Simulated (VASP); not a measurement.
Here is a VASP 6.6.1 calculation.

File INCAR:

```
PREC = Accurate
ENCUT = 520
EDIFF = 1E-7
ISMEAR = -1
SIGMA = 0.05
LREAL = Auto
LASPH = True
NELM = 60
ALGO = Normal
ISIF = 2
LWAVE = False
LCHARG = True
GGA = PS
LELF = True
LVHAR = True
NBANDS = 99
NELECT = 167.0
```

KPOINTS

```
Automatic mesh
0
Gamma
  2 2 2
  0.5 0.5 0.5
```

Contents of POSCAR:

```
AlGa7O12
1.0
   12.2216800000      0.0000000000     -0.0028170000
    0.0000000000      3.0318840000      0.0000000000
   -1.3758560000      0.0000000000      5.6235680000
Ga O Al
7 12 1
Direct
    0.4083080000      0.5106430000      0.2009830000
    0.1613600000      0.5071440000      0.3167150000
    0.9075680000      0.9964820000      0.2003600000
    0.6606440000      0.9965320000      0.3108950000
    0.3393480000      0.0045090000      0.6815650000
    0.5917810000      0.5024760000      0.7965070000
    0.8421190000      0.4909510000      0.6829270000
    0.3342980000      0.4985600000      0.8878240000
    0.3271170000      0.5005100000      0.4377040000
    0.0011480000      0.4935660000      0.7421390000
    0.1660240000      0.9977370000      0.1113220000
    0.8370700000      0.9991390000      0.8947730000
    0.1748210000      0.0005680000      0.5609800000
    0.8250320000      0.0033400000      0.4410090000
    0.4960420000      0.0047650000      0.2532160000
    0.5047470000      0.0034430000      0.7480800000
    0.6633840000      0.5046380000      0.1054000000
    0.6737190000      0.4948030000      0.5638700000
    0.9974380000      0.4957710000      0.2554830000
    0.0913510000      0.9958720000      0.7906430000
```

Potentials or basis: VASP PAW PBE potentials, release 64 (Ga_d, O, Al).

Command:

```sh
$ cat potpaw_PBE.64/Ga_d/POTCAR potpaw_PBE.64/O/POTCAR potpaw_PBE.64/Al/POTCAR > POTCAR
$ mpirun -np 1 vasp_std > vasp.out
```

Task: Predict the largest force.

Result: 2.467 eV/Å.

Forces on the atoms (eV/Å):
```
Ga   0.245 -0.312  0.247
Ga  -0.384 -0.292 -0.461
Ga   0.326 -0.028  1.171
Ga  -0.545  0.199  0.247
Ga   0.787 -0.168  0.361
Ga  -0.184  0.050 -0.783
Ga  -0.725  0.277  0.208
O   -0.376  0.176 -0.389
O    0.045  0.051  0.169
O    2.413  0.123  0.501
O   -0.264  0.198 -1.903
O   -0.413 -0.191 -1.371
O   -1.487  0.016  1.026
O    0.560 -0.184 -0.161
O    0.194  0.242  0.132
O   -0.427 -0.084 -0.224
O    0.517 -0.192  0.834
O    0.004  0.077 -0.250
O    0.117  0.092  0.160
Al  -0.404 -0.048  0.486
```

Caveat: the k points lie up to 1.04 Å⁻¹ apart; the cell carries a net charge on a neutralising background, which shifts energy and pressure; the PAW data sets were made with another functional, which shifts forces and pressure a little; an odd number of electrons without spin polarisation forces a metal; a magnetic or distorted state may lie lower.
